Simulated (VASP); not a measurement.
A run of VASP 6.6.1 is set up as follows.

Contents of INCAR:

```
SYSTEM = Tl
PREC     = Accurate       ! precision mode
ENCUT    = 520            ! plane-wave cutoff, eV
EDIFF    = 1E-7           ! SCF threshold, eV
ISMEAR   = -1             ! smearing method
SIGMA    = 0.1            ! smearing width, eV
LREAL    = .False.        ! projectors in reciprocal space
LASPH    = .True.         ! aspherical terms in the spheres
NELM     = 100            ! most SCF steps
ALGO     = Normal         ! electronic algorithm
ISIF     = 2              ! what is computed and relaxed
LWAVE    = .False.        ! write WAVECAR
LCHARG   = .False.        ! write CHGCAR
NBANDS   = 12             ! bands
```

KPOINTS

```
regular mesh
0
Gamma
  13 13 13
  0 0 0
```

Contents of POSCAR:

```
Tl
1.0
    0.0000000000      2.4764999692      2.4764999692
    2.4764999692      0.0000000000      2.4764999692
    2.4764999692      2.4764999692      0.0000000000
Tl
1
Direct
    0.0000000000      0.0000000000      0.0000000000
```

Potentials or basis: VASP PAW LDA potentials, release 64 (Tl_d).

Command:

```sh
$ cat potpaw_LDA.64/Tl_d/POTCAR > POTCAR
$ mpirun -np 1 vasp_std > vasp.out
```

**Question.** Estimate the pressure.

**Answer.** -3.6 GPa.
